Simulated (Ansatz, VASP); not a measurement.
## BaTe: VASP beside Ansatz

```
Ba Te
1.0
     0.00000    3.41000    3.41000
     3.41000    0.00000    3.41000
     3.41000    3.41000    0.00000
Ba Te
1 1
Direct
  0.00000 0.00000 0.00000
  0.48534 0.51466 0.51466
```

Alike in both runs: task single point; functional PBE; k mesh 4 × 4 × 4; no spin polarisation.

```csv
,VASP,Ansatz
version,VASP 6.6.1,Ansatz 0.2.0
potentials or method,"VASP PAW PBE potentials, release 64 (Ba_sv, Te)","plane waves, PAW"
plane-wave cutoff (eV),520,420
occupations,"gaussian, width 0.01 eV",fixed
valence electrons in the cell,16,26
```

|  | VASP | Ansatz | Ansatz less VASP |
| --- | --- | --- | --- |
| rms of the force components (eV/Å) | 0.171 | 0.165 | -0.0065 |

Atom by atom the forces differ by 0.007 eV/Å (rms over components). VASP's potentials hold 16 valence electrons a cell and Ansatz's 26, so a difference there can come from the potentials and not from the codes.

Neither program's run includes spin-orbit coupling.
